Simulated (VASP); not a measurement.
Input of a VASP 6.6.1 run:

POSCAR

```
SnC3
1.0
    2.9788882413      0.0000000000      0.0000000000
    0.0000000000      2.9788882413      0.0000000000
    0.0000000000      0.0000000000      4.6435166726
C Sn
3 1
Direct
    0.5000000000      0.0000000000      0.8203632751
    0.5000000000      0.5000000000      0.0000000000
    0.0000000000      0.5000000000      0.1796367249
    0.0000000000      0.0000000000      0.5000000000
```

Contents of INCAR.step1:

```
PREC = Accurate ; ENCUT = 520
ISMEAR = 0 ; SIGMA = 0.01
LREAL = False ; LASPH = True
NELM = 100 ; NBANDS = 21
GGA = PE ; ALGO = Normal
EDIFF = 1E-4 ; LWAVE = True
LCHARG = False
```

The input INCAR.step2:

```
PREC = Accurate ; ENCUT = 520
EDIFF = 1E-6 ; ISMEAR = 0
SIGMA = 0.01 ; LREAL = False
LASPH = True ; NELM = 100
ALGO = Normal ; ISIF = 2
LWAVE = False ; LCHARG = False
METAGGA = R2SCAN ; LMIXTAU = True
NBANDS = 21 ; ISTART = 1
```

File KPOINTS:

```
regular mesh
0
Gamma
  6 6 4
```

Potentials or basis: VASP PAW PBE potentials, release 64 (C, Sn_d).

Run with:

```bash
$ cat potpaw_PBE.64/C/POTCAR potpaw_PBE.64/Sn_d/POTCAR > POTCAR
$ cp INCAR.step1 INCAR
$ mpirun -np 1 vasp_std > vasp.out
$ cp INCAR.step2 INCAR
$ mpirun -np 1 vasp_std > vasp.out
```

**Question.** What does it give for the largest force?

**Answer.** 0.004 eV/Å.

**Question.** What does it give for the pressure?

**Answer.** 0.4 GPa.

Forces in eV/Å, atoms in the order of the input:
```
C    0.000  0.000 -0.004
C    0.000  0.000  0.000
C    0.000  0.000  0.004
Sn   0.000  0.000  0.000
```

Caveat: the PAW data sets were made with another functional, which shifts forces and pressure a little.
